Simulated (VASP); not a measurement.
# ZnS (P6_3mc) in VASP: a series of runs

Runs on ZnS. Level: PBE. Tasks: single point.

Everything below comes from runs of VASP 6.6.1. Logs are shortened: lines on timing, memory, paths and dates and some standing lists are left out, and cuts for length are marked.

### 1 The cell of the first run

It takes space group P6_3mc (No. 186, hexagonal). Conventional cell: a = 3.759 Å, b = 3.759 Å, c = 7.391 Å, α = 90.00°, β = 90.00°, γ = 120.00°. Zn (site symmetry 3m) has 4 S at 2.36 to 2.77 Å within 3.1 Å. S (site symmetry 3m) has 4 Zn at 2.36 to 2.77 Å within 3.1 Å.

### 2 Single point, PBE (22.60 Å³/atom)

Contents of INCAR:

```
SYSTEM = ZnS
PREC = Accurate ; ENCUT = 520
EDIFF = 1E-7 ; ISMEAR = 0
SIGMA = 0.05 ; LREAL = .False.
LASPH = .True. ; NELM = 100
ALGO = Normal ; ISIF = 2
LWAVE = .False. ; LCHARG = .False.
GGA = PE ; NBANDS = 26
```

Contents of KPOINTS:

```
Automatic mesh
0
Gamma
  9 9 6
  0 0 0
```

Contents of POSCAR:

```
ZnS
1.0
    3.7585529117      0.0000000000      0.0000000000
   -1.8792764558      3.2550023030      0.0000000000
    0.0000000000      0.0000000000      7.3908184456
Zn S
2 2
Direct
    0.3333333333      0.6666666667      0.0052003725
    0.6666666667      0.3333333333      0.5052003725
    0.3333333333      0.6666666667      0.3797996275
    0.6666666667      0.3333333333      0.8797996275
```

Potentials or basis: VASP PAW PBE potentials, release 64 (Zn, S).

Command:

```console
$ cat potpaw_PBE.64/Zn/POTCAR potpaw_PBE.64/S/POTCAR > POTCAR
$ mpirun -np 1 vasp_std > vasp.out
```

OUTCAR:

```text
SYSTEM = ZnS
   PREC = Accurate
   ENCUT = 520
   EDIFF = 1E-7
   ISMEAR = 0
   LREAL = .False.
   LASPH = .True.
   NELM = 100
   ISIF = 2
   GGA = PE

 ion  position               nearest neighbor table
   1  0.333  0.667  0.005-   4 2.36   4 2.36   4 2.36   3 2.77
   2  0.667  0.333  0.505-   3 2.36   3 2.36   3 2.36   4 2.77
   3  0.333  0.667  0.380-   2 2.36   2 2.36   2 2.36   1 2.77
   4  0.667  0.333  0.880-   1 2.36   1 2.36   1 2.36   2 2.77

  LATTYP: Found a hexagonal cell.
 ALAT       =     3.7585529117
 C/A-ratio  =     1.9664000000

  Lattice vectors:

 A1 = (   3.7585529117,   0.0000000000,   0.0000000000)
 A2 = (  -1.8792764558,   3.2550023030,   0.0000000000)
 A3 = (   0.0000000000,   0.0000000000,   7.3908184456)

Analysis of symmetry for initial positions (statically):
=====================================================================
 Subroutine PRICEL returns:
 Original cell was already a primitive cell.

 Routine SETGRP: Setting up the symmetry group for a
 hexagonal supercell.

 Subroutine GETGRP returns: Found 12 space group operations
 (whereof  6 operations were pure point group operations)
 out of a pool of 24 trial point group operations.

The static configuration has the point symmetry C_3v.
 The point group associated with its full space group is C_6v.

Analysis of symmetry for dynamics (positions and initial velocities):
=====================================================================
 Subroutine PRICEL returns:
 Original cell was already a primitive cell.

 Routine SETGRP: Setting up the symmetry group for a
 hexagonal supercell.

 Subroutine GETGRP returns: Found 12 space group operations
 (whereof  6 operations were pure point group operations)
 out of a pool of 24 trial point group operations.

The dynamic configuration has the point symmetry C_3v.
 The point group associated with its full space group is C_6v.

 Subroutine INISYM returns: Found 12 space group operations
 (whereof  6 operations are pure point group operations),
 and found     1 'primitive' translations

----------------------------------------------------------------------------------------

                                     Primitive cell

  volume of cell :      90.4200

  direct lattice vectors                    reciprocal lattice vectors
[... 83 lines left out ...]
   ISTART =      0    job   : 0-new  1-cont  2-samecut
   ICHARG =      2    charge: 1-file 2-atom 10-const
   ISPIN  =      1    spin polarized calculation?
   LNONCOLLINEAR =      F non collinear calculations
   LSORBIT =      F    spin-orbit coupling
   LASPH  =      T    aspherical Exc in radial PAW
   ENCUT  =  520.0 eV  38.22 Ry    6.18 a.u.   6.99  6.99 13.74*2*pi/ulx,y,z
   NELM   =    100;   NELMIN=  2; NELMDL= -5     # of ELM steps
   EDIFF  = 0.1E-06   stopping-criterion for ELM
   LREAL  =      F    real-space projection
   EDIFFG = 0.1E-05   stopping-criterion for IOM
   NSW    =      0    number of steps for IOM
   IBRION =     -1    ionic relax: 0-MD 1-quasi-New 2-CG
   NFREE  =      0    steps in history (QN), initial steepest desc. (CG)
   ISIF   =      2    stress and relaxation
   ISYM   =      2    0-nonsym 1-usesym 2-fastsym
   POTIM  = 0.5000    time-step for ionic-motion
   TEBEG  =    0.0;   TEEND  =   0.0 temperature during run
   PSTRESS=    0.0 pullay stress
   NELECT =      36.0000    total number of electrons
   NUPDOWN=      -1.0000    fix difference up-down
   EMIN   =  10.00;   EMAX   =-10.00  energy-range for DOS
   EFERMI =   0.00;   METHOD = LEGACY
   ISMEAR =     0;   SIGMA  =   0.05  broadening in eV -4-tet -1-fermi 0-gaus
   EFERMI_NEDOS =   21; number of points for ismear=-14 and -15
   IALGO  =     38    algorithm
   IMIX   =      4    mixing-type and parameters
     AMIX     =   0.40;   BMIX     =  1.00
     AMIX_MAG =   1.60;   BMIX_MAG =  1.00
  volume/ion in A,a.u.               =      22.60       152.55
  Fermi-wavevector in a.u.,A,eV,Ry     =   1.204354  2.275899 19.734823  1.450469
  Thomas-Fermi vector in A             =   2.340081
   LORBIT       =      0    0 simple, 1 ext, 2 COOP (PROOUT), +10 PAW based schemes
   GGA     = PE    functional components
   LHFCALC =     F    Hartree Fock is set to
   AEXX    =    0.0000 exact exchange contribution
   IVDW    =     0    specifies the selected vdW correction
   LEPSILON=     F    determine dielectric tensor
   LRPA    =     F    only Hartree local field effects (RPA)
 non-spin polarized calculation
 Gauss-broadening in eV      SIGMA  =   0.05
  energy-cutoff  :      520.00
  volume of cell :       90.42
 maximum number of plane-waves:      2456
 NGX is ok and might be reduce to    28
   NGX = 13   NGY = 13   NGZ = 27

 number of electron      35.9999974 magnetization

 Free energy of the ion-electron system (eV)
  ---------------------------------------------------
  ext. energy  EPLUGINS =         0.00000000
  ---------------------------------------------------
  free energy    TOTEN  =       -13.05251082 eV

  energy without entropy =      -13.05251082  energy(sigma->0) =      -13.05251082

 E-fermi :   1.4458     XC(G=0):  -8.9921

 val. band max:        1.2322361289   @ k =   0.0000   0.0000   0.0000
 cond. band min:       2.3002005757   @ k =   0.0000   0.0000   0.0000
 fundamental gap:      1.0679644468
 Fermi energy:         1.4457594926

 k-point     1 :       0.0000    0.0000    0.0000
  band No.  band energies     occupation
      1     -11.4122      2.00000
      2     -11.0060      2.00000
      3      -5.0315      2.00000
      4      -5.0315      2.00000
      5      -5.0000      2.00000
      6      -5.0000      2.00000
[... 685 lines left out ...]
     25      10.0741      0.00000
     26      10.0741      0.00000

 [... further k-points ...]
[... 5 lines left out ...]
  --------------------------------------------------------------------------------------
  -------------------------------------------------------------------------------------
  Total        0.2555852      0.2555852     -6.5304297      0.0000000      0.0000000      0.0000000
  in kB        4.5287863      4.5287863   -115.7145140      0.0000000      0.0000000      0.0000000
  external PRESSURE =     -35.5523138 kB  Pullay stress =       0.0000000 kB

 VOLUME and BASIS-vectors are now :
 -----------------------------------------------------------------------------
  energy-cutoff  :      520.00
  volume of cell :       90.42
      direct lattice vectors                 reciprocal lattice vectors
     3.758552912  0.000000000  0.000000000     0.266059844  0.153609722  0.000000000
    -1.879276456  3.255002303  0.000000000     0.000000000  0.307219445  0.000000000
     0.000000000  0.000000000  7.390818446     0.000000000  0.000000000  0.135303012

 POSITION                                       TOTAL-FORCE (eV/Angst)
 -----------------------------------------------------------------------------------
     -0.00000      2.17000      0.03844        -0.000000     -0.000000     -0.164505
      1.87928      1.08500      3.73384         0.000000     -0.000000     -0.164505
     -0.00000      2.17000      2.80703         0.000000      0.000000      0.164505
      1.87928      1.08500      6.50244        -0.000000     -0.000000      0.164505
 -----------------------------------------------------------------------------------
    total drift:                               -0.000000      0.000000      0.002123

  FREE ENERGIE OF THE ION-ELECTRON SYSTEM (eV)
  ---------------------------------------------------
  free  energy   TOTEN  =       -13.0525108248 eV

  energy  without entropy=      -13.0525108248  energy(sigma->0) =      -13.05251082
```

stdout:

```text
POSCAR found type information on POSCAR ZnS
 POSCAR found :  2 types and       4 ions
 scaLAPACK will be used
 LDA part: xc-table for (Slater+PW92), standard interpolation
 POSCAR, INCAR and KPOINTS ok, starting setup
 FFT: planning ... GRIDC
 FFT: planning ... GRID_SOFT
 FFT: planning ... GRID
 WAVECAR not read
 entering main loop
```

Wall time 2.7 min (1 thread of Intel Xeon 8259CL, shared host); peak memory 0.25 GiB.

Results:

| Property | Result |
| --- | --- |
| Free energy | -13.0525 eV |
| Pressure | -3.6 GPa |
| Largest force | 0.165 eV/Å |
| Band gap on the k mesh | 1.07 eV |

Forces on the atoms (eV/Å):
```
Zn   0.000  0.000 -0.165
Zn   0.000  0.000 -0.165
S    0.000  0.000  0.165
S    0.000  0.000  0.165
```

Stress tensor (GPa, compression positive):
```
  0.45   0.00   0.00
  0.00   0.45   0.00
  0.00   0.00 -11.57
```

Levels at points of the mesh, in eV from the valence-band top:
```csv
k point,band 16,band 17,band 18,band 19,band 20,band 21
"(0.00, 0.00, 0.00)",-0.35,0.00,0.00,1.07,3.69,5.48
"(0.00, 0.00, 0.50)",-0.18,-0.18,-0.18,3.22,3.22,5.57
```

Caveat: the cell stands under tension. As with any semilocal functional, this PBE gap is likely too small.

### 3 Single point, PBE (22.61 Å³/atom)

Contents of INCAR:

```
SYSTEM = ZnS
PREC = Accurate ; ENCUT = 520
EDIFF = 1E-7 ; ISMEAR = 0
SIGMA = 0.05 ; LREAL = .FALSE.
LASPH = .TRUE. ; NELM = 100
ALGO = Normal ; ISIF = 2
LWAVE = .FALSE. ; LCHARG = .TRUE.
GGA = PE ; LELF = .TRUE.
LVHAR = .TRUE. ; NBANDS = 26
```

Contents of KPOINTS:

```
regular mesh
0
G
  9 9 6
  0 0 0
```

Contents of POSCAR:

```
ZnS
1.0
    3.9936073337      0.0000000000      0.0000000000
   -1.9968036668      3.4585654038      0.0000000000
    0.0000000000      0.0000000000      6.5464092018
Zn S
2 2
Direct
    0.3333333333      0.6666666667      0.0052003725
    0.6666666667      0.3333333333      0.5052003725
    0.3333333333      0.6666666667      0.3797996275
    0.6666666667      0.3333333333      0.8797996275
```

Potentials or basis: VASP PAW PBE potentials, release 64 (Zn, S).

Command:

```console
$ cat potpaw_PBE.64/Zn/POTCAR potpaw_PBE.64/S/POTCAR > POTCAR
$ mpirun -np 1 vasp_std > vasp.out
```

OUTCAR:

```text
SYSTEM = ZnS
   PREC = Accurate
   ENCUT = 520
   EDIFF = 1E-7
   ISMEAR = 0
   LREAL = .FALSE.
   LASPH = .TRUE.
   NELM = 100
   ISIF = 2
   GGA = PE

 ion  position               nearest neighbor table
   1  0.333  0.667  0.005-   4 2.45   4 2.45   4 2.45   3 2.45
   2  0.667  0.333  0.505-   3 2.45   3 2.45   3 2.45   4 2.45
   3  0.333  0.667  0.380-   2 2.45   2 2.45   2 2.45   1 2.45
   4  0.667  0.333  0.880-   1 2.45   1 2.45   1 2.45   2 2.45

  LATTYP: Found a hexagonal cell.
 ALAT       =     3.9936073337
 C/A-ratio  =     1.6392220503

[... 889 lines left out ...]

 [... further k-points ...]
[... 5 lines left out ...]
  --------------------------------------------------------------------------------------
  -------------------------------------------------------------------------------------
  Total       -3.3701848     -3.3701848     -3.4127509     -0.0000000     -0.0000000      0.0000000
  in kB      -59.7172491    -59.7172491    -60.4714901     -0.0000000     -0.0000000      0.0000000
  external PRESSURE =     -59.9686628 kB  Pullay stress =       0.0000000 kB

 VOLUME and BASIS-vectors are now :
 -----------------------------------------------------------------------------
  energy-cutoff  :      520.00
  volume of cell :       90.42
      direct lattice vectors                 reciprocal lattice vectors
     3.993607334  0.000000000  0.000000000     0.250400181  0.144568612  0.000000000
    -1.996803667  3.458565404  0.000000000     0.000000000  0.289137224  0.000000000
     0.000000000  0.000000000  6.546409202     0.000000000  0.000000000  0.152755498

 POSITION                                       TOTAL-FORCE (eV/Angst)
 -----------------------------------------------------------------------------------
     -0.00000      2.30571      0.03404         0.000000     -0.000000     -0.017557
      1.99680      1.15286      3.30725        -0.000000      0.000000     -0.017557
     -0.00000      2.30571      2.48632        -0.000000     -0.000000      0.017557
      1.99680      1.15286      5.75953         0.000000      0.000000      0.017557
 -----------------------------------------------------------------------------------
    total drift:                               -0.000001     -0.000001     -0.000613

  FREE ENERGIE OF THE ION-ELECTRON SYSTEM (eV)
  ---------------------------------------------------
  free  energy   TOTEN  =       -13.4983605933 eV

  energy  without entropy=      -13.4983605933  energy(sigma->0) =      -13.49836059
```

Run time: 2.7 min. Hardware: 1 thread of Intel Xeon 8259CL, shared host; peak memory 0.26 GiB.

Results:

* Free energy: -13.4984 eV
* Pressure: -6.0 GPa
* Largest force: 0.018 eV/Å
* Band gap on the k mesh: 1.59 eV

Forces on the atoms (eV/Å):
```
Zn   0.000  0.000 -0.018
Zn   0.000  0.000 -0.018
S    0.000  0.000  0.018
S    0.000  0.000  0.018
```

Levels at points of the mesh, in eV from the valence-band top:
```
           k point  band 15  band 16  band 17  band 18  band 19  band 20  band 21  band 22
(0.00, 0.00, 0.00)    -0.71    -0.06     0.00     0.00     1.59     2.84     6.36     6.36
(0.00, 0.00, 0.50)    -0.37    -0.37    -0.37    -0.37     3.11     3.11     6.50     6.50
```

Caveat: the cell stands under tension.

### 4 Single point, PBE (22.60 Å³/atom)

Contents of INCAR:

```
SYSTEM = ZnS
PREC = Accurate
ENCUT = 520
EDIFF = 1E-6
ISMEAR = 0
SIGMA = 0.05
LREAL = .FALSE.
LASPH = .TRUE.
NELM = 60
ALGO = Normal
ISIF = 2
LWAVE = .FALSE.
LCHARG = .FALSE.
GGA = PE
NBANDS = 26
```

KPOINTS is that of step 3.

Contents of POSCAR:

```
ZnS
1.0
    3.8742789184      0.0000000000      0.0000000000
   -1.9371394592      3.3552239647      0.0000000000
    0.0000000000      0.0000000000      6.9558803701
Zn S
2 2
Direct
    0.3333333333      0.6666666667      0.0052003725
    0.6666666667      0.3333333333      0.5052003725
    0.3333333333      0.6666666667      0.3797996275
    0.6666666667      0.3333333333      0.8797996275
```

Command:

```console
$ cat potpaw_PBE.64/Zn/POTCAR potpaw_PBE.64/S/POTCAR > POTCAR
$ mpirun -np 1 vasp_std > vasp.out
```

Wall time 3 min (1 thread of Intel Xeon 8259CL, shared host); peak memory 0.26 GiB.

The run converged. Its results:

```
Free energy            : -13.3770 eV
Pressure               : -5.4 GPa
Largest force          : 0.004 eV/Å
Band gap on the k mesh : 1.40 eV
```

Forces on the atoms (eV/Å):
```
Zn   0.000  0.000  0.004
Zn   0.000  0.000  0.004
S    0.000  0.000 -0.004
S    0.000  0.000 -0.004
```

Stress tensor (GPa, compression positive):
```
-3.11  0.00  0.00
 0.00 -3.11  0.00
 0.00  0.00 -9.85
```

Levels at points of the mesh, in eV from the valence-band top:
| k point | band 14 | band 15 | band 16 | band 17 | band 18 | band 19 | band 20 | band 21 | band 22 | band 23 |
| --- | --- | --- | --- | --- | --- | --- | --- | --- | --- | --- |
| (0.00, 0.00, 0.00) | -0.51 | -0.51 | -0.41 | 0.00 | 0.00 | 1.40 | 3.28 | 5.88 | 6.65 | 6.65 |
| (0.00, 0.00, 0.50) | -2.83 | -0.26 | -0.26 | -0.26 | -0.26 | 3.23 | 3.23 | 6.03 | 6.03 | 7.02 |

Caveat: the cell stands under tension. Expect the measured gap to be larger: semilocal functionals such as PBE lack the derivative discontinuity.

### 5 Single point, PBE (22.61 Å³/atom)

Contents of INCAR:

```
PREC = Accurate
ENCUT = 520
EDIFF = 1E-6
ISMEAR = 0
SIGMA = 0.05
LREAL = False
LASPH = True
NELM = 60
ALGO = Normal
ISIF = 2
LWAVE = False
LCHARG = True
GGA = PE
LELF = True
LVHAR = True
NBANDS = 26
```

Contents of KPOINTS:

```
regular mesh
0
Gamma
  9 9 6
```

Contents of POSCAR:

```
ZnS
1.0
    4.1165466131      0.0000000000      0.0000000000
   -2.0582733065      3.5650339429      0.0000000000
    0.0000000000      0.0000000000      6.1612353159
Zn S
2 2
Direct
    0.3333333333      0.6666666667      0.0052003725
    0.6666666667      0.3333333333      0.5052003725
    0.3333333333      0.6666666667      0.3797996275
    0.6666666667      0.3333333333      0.8797996275
```

Command:

```console
$ cat potpaw_PBE.64/Zn/POTCAR potpaw_PBE.64/S/POTCAR > POTCAR
$ mpirun -np 1 vasp_std > vasp.out
```

Run time: 2.3 min. Hardware: 1 thread of Intel Xeon 8259CL, shared host; peak memory 0.26 GiB.

It converged, with:

```yaml
Free_energy: -13.3584 eV
Pressure: -5.2 GPa
Largest_force: 0.385 eV/Å
Band_gap_on_the_k_mesh: 1.60 eV
```

Forces in eV/Å, atoms in the order of the input:
```
Zn   0.000  0.000 -0.385
Zn   0.000  0.000 -0.385
S    0.000  0.000  0.385
S    0.000  0.000  0.385
```

Stress tensor (GPa, compression positive):
```
-8.03  0.00  0.00
 0.00 -8.03  0.00
 0.00  0.00  0.60
```

Levels at points of the mesh, in eV from the valence-band top:
```
           k point  band 14  band 15  band 16  band 17  band 18  band 19  band 20  band 21  band 22  band 23
(0.00, 0.00, 0.00)    -1.01    -1.01    -0.06    -0.06     0.00     1.60     2.30     6.01     6.01     7.50
(0.00, 0.00, 0.50)    -2.45    -0.56    -0.56    -0.56    -0.56     2.93     2.93     6.45     6.45     6.45
```

Caveat: the cell stands under tension. PBE gaps usually lie below the measured ones, often by a third to a half.

### 6 The runs side by side

| cell | gap on the mesh (eV) | pressure (GPa) | largest force (eV/Å) |
| --- | --- | --- | --- |
| a = 3.759, b = 3.759, c = 7.391 Å, angles 90.0, 90.0, 120.0°, 4 atoms | 1.07 | -3.6 | 0.16 |
| a = 3.994, b = 3.994, c = 6.546 Å, angles 90.0, 90.0, 120.0°, 4 atoms | 1.59 | -6.0 | 0.02 |
| a = 3.874, b = 3.874, c = 6.956 Å, angles 90.0, 90.0, 120.0°, 4 atoms | 1.40 | -5.4 | - |
| a = 4.117, b = 4.117, c = 6.161 Å, angles 90.0, 90.0, 120.0°, 4 atoms | 1.60 | -5.2 | 0.39 |

Alike in all rows: task single point; level PBE; potentials or basis VASP PAW PBE potentials, release 64 (Zn, S); no spin polarisation; k mesh 9 × 9 × 6; cutoff (eV) 520; smearing gaussian 0.05 eV.

Caveats: the cell stands under tension.

Absolute energies hang on the potentials; compare differences alone.
